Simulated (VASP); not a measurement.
# ErH4 (I4/mmm) in VASP: further runs, part 2 of 2

VASP 6.6.1. Earlier steps stand in the parts before.

## Step 3: Single point, PBE

This run uses another cell than the first one, of 10.44 Å³/atom.

INCAR

```
SYSTEM = ErH4
PREC = Accurate ; ENCUT = 500
EDIFF = 1E-6 ; ISMEAR = 0
SIGMA = 0.1 ; LREAL = .FALSE.
LASPH = .TRUE. ; NELM = 200
ALGO = Normal ; ISIF = 2
LWAVE = .FALSE. ; LCHARG = .TRUE.
GGA = PE ; LELF = .TRUE.
LVHAR = .TRUE. ; NBANDS = 14
GGA_COMPAT = .FALSE. ; LMAXMIX = 6
```

KPOINTS

```
Automatic mesh
0
G
  6 6 6
  0 0 0
```

POSCAR

```
ErH4
1.0
   -1.9845998960      1.9845998960      3.3141743182
    1.9845998960     -1.9845998960      3.3141743182
    1.9845998960      1.9845998960     -3.3141743182
Er H
1 4
Direct
    0.0000000000      0.0000000000      0.0000000000
    0.3254725273      0.3254725273      0.0000000000
    0.6745274727      0.6745274727      0.0000000000
    0.5000000000      0.0000000000      0.5000000000
    0.0000000000      0.5000000000      0.5000000000
```

Potentials or basis: VASP PAW PBE potentials, release 64 (Er_3, H), 4f in core.

Launch:

```bash
$ cat potpaw_PBE.64/Er_3/POTCAR potpaw_PBE.64/H/POTCAR > POTCAR
$ mpirun -np 1 vasp_std > vasp.out
```

OUTCAR:

```text
SYSTEM = ErH4
   PREC = Accurate
   ENCUT = 500
   EDIFF = 1E-6
   ISMEAR = 0
   LREAL = .FALSE.
   LASPH = .TRUE.
   NELM = 200
   ISIF = 2
   GGA = PE

 ion  position               nearest neighbor table
   1  0.000  0.000  0.000-   4 1.98   5 1.98   5 1.98   4 1.98   2 2.16   3 2.16
   2  0.325  0.325  0.000-   1 2.16
   3  0.675  0.675  0.000-   1 2.16
   4  0.500  0.000  0.500-   1 1.98   1 1.98
   5  0.000  0.500  0.500-   1 1.98   1 1.98

  LATTYP: Found a body centered tetragonal cell.
 ALAT       =     3.9691997920
 C/A-ratio  =     1.6699458288

  Lattice vectors:

 A1 = (  -1.9845998960,   1.9845998960,   3.3141743182)
 A2 = (   1.9845998960,  -1.9845998960,   3.3141743182)
 A3 = (   1.9845998960,   1.9845998960,  -3.3141743182)

Analysis of symmetry for initial positions (statically):
=====================================================================
 Subroutine PRICEL returns:
 Original cell was already a primitive cell.

 Routine SETGRP: Setting up the symmetry group for a
 body centered tetragonal supercell.

 Subroutine GETGRP returns: Found 16 space group operations
 (whereof 16 operations were pure point group operations)
 out of a pool of 16 trial point group operations.

The static configuration has the point symmetry D_4h.

Analysis of symmetry for dynamics (positions and initial velocities):
=====================================================================
 Subroutine PRICEL returns:
 Original cell was already a primitive cell.

 Routine SETGRP: Setting up the symmetry group for a
 body centered tetragonal supercell.

 Subroutine GETGRP returns: Found 16 space group operations
 (whereof 16 operations were pure point group operations)
 out of a pool of 16 trial point group operations.

The dynamic configuration has the point symmetry D_4h.

 Subroutine INISYM returns: Found 16 space group operations
 (whereof 16 operations are pure point group operations),
 and found     1 'primitive' translations

[... 133 lines left out ...]
  energy-cutoff  :      500.00
  volume of cell :       52.21
 maximum number of plane-waves:      1338
   NGX = 15   NGY = 15   NGZ = 15

 number of electron      12.9999998 magnetization

 Free energy of the ion-electron system (eV)
  ---------------------------------------------------
  ext. energy  EPLUGINS =         0.00000000
  ---------------------------------------------------
  free energy    TOTEN  =       -16.76938999 eV

  energy without entropy =      -16.76044591  energy(sigma->0) =      -16.76491795

 E-fermi :   0.0204     XC(G=0):  -9.0780

 val. band max:       -0.0866344543   @ k =  -0.3333   0.1667  -0.0000
 cond. band min:       0.0299594305   @ k =  -0.3333   0.3333   0.1667
 fundamental gap:      0.1165938849
 Fermi energy:         0.0204239783

 k-point     1 :       0.0000    0.0000    0.0000
  band No.  band energies     occupation
      1     -23.5480      2.00000
      2     -23.5344      2.00000
      3     -23.5344      2.00000
      4      -6.7502      2.00000
      5      -3.0433      2.00000
      6      -0.7247      2.00000
      7       0.8747      0.00000
      8       3.5295      0.00000
      9       3.5295      0.00000
     10       5.1470      0.00000
     11       7.5771      0.00000
     12       9.0024      0.00000
     13      10.0301      0.00000
     14      10.0301      0.00000
[... 377 lines left out ...]
      1     -23.6009      2.00000
      2     -23.5712      2.00000
      3     -23.5413      2.00000
      4      -5.6645      2.00000
      5      -3.1344      2.00000
      6      -2.0014      2.00000
      7       0.8073      0.00000
      8       4.0009      0.00000
      9       4.2258      0.00000
     10       5.1940      0.00000
     11       8.0462      0.00000
     12       8.8763      0.00000
     13       9.3578      0.00000
     14       9.7281      0.00000

 [... further k-points ...]

------------------------ aborting loop because EDIFF is reached ----------------------------------------

  FORCE on cell =-STRESS in cart. coord.  units (eV):
  Direction    XX          YY          ZZ          XY          YZ          ZX
  --------------------------------------------------------------------------------------
  -------------------------------------------------------------------------------------
  Total        0.0993360      0.0993360      0.0524257      0.0000000     -0.0000000      0.0000000
  in kB        3.0481483      3.0481483      1.6086939      0.0000000     -0.0000000      0.0000000
  external PRESSURE =       2.5683302 kB  Pullay stress =       0.0000000 kB

 VOLUME and BASIS-vectors are now :
 -----------------------------------------------------------------------------
  energy-cutoff  :      500.00
  volume of cell :       52.21
      direct lattice vectors                 reciprocal lattice vectors
    -1.984599896  1.984599896  3.314174318     0.000000000  0.251939951  0.150867140
     1.984599896 -1.984599896  3.314174318     0.251939951  0.000000000  0.150867140
     1.984599896  1.984599896 -3.314174318     0.251939951  0.251939951  0.000000000

 POSITION                                       TOTAL-FORCE (eV/Angst)
 -----------------------------------------------------------------------------------
      0.00000      0.00000      0.00000         0.000000      0.000000     -0.000000
      0.00000      0.00000      2.15735         0.000000      0.000000      0.028033
      0.00000      0.00000      4.47100        -0.000000     -0.000000     -0.028033
      0.00000      1.98460      0.00000         0.000000      0.000000      0.000000
      1.98460      0.00000      0.00000         0.000000      0.000000      0.000000
 -----------------------------------------------------------------------------------
    total drift:                                0.000000      0.000000      0.000000

  FREE ENERGIE OF THE ION-ELECTRON SYSTEM (eV)
  ---------------------------------------------------
  free  energy   TOTEN  =       -16.7693899923 eV

  energy  without entropy=      -16.7604459116  energy(sigma->0) =      -16.76491795
```

Run time: 9.9 s. Hardware: 1 thread of AMD EPYC 9R45 (Zen 5), shared host; peak memory 0.15 GiB.

Results:

```yaml
Free_energy: -16.7694 eV
Pressure: 0.3 GPa
Largest_force: 0.028 eV/Å
Band_gap_on_the_k_mesh: zero (an odd number of electrons rules out a gap without spin polarisation)
```

Forces in eV/Å, atoms in the order of the input:
```
Er   0.000  0.000  0.000
H    0.000  0.000  0.028
H    0.000  0.000 -0.028
H    0.000  0.000  0.000
H    0.000  0.000  0.000
```

Caveat: spin-orbit coupling is left out, which moves the levels of the heavy elements; the 4f electrons are frozen in the core, so they carry no moment and show no levels.
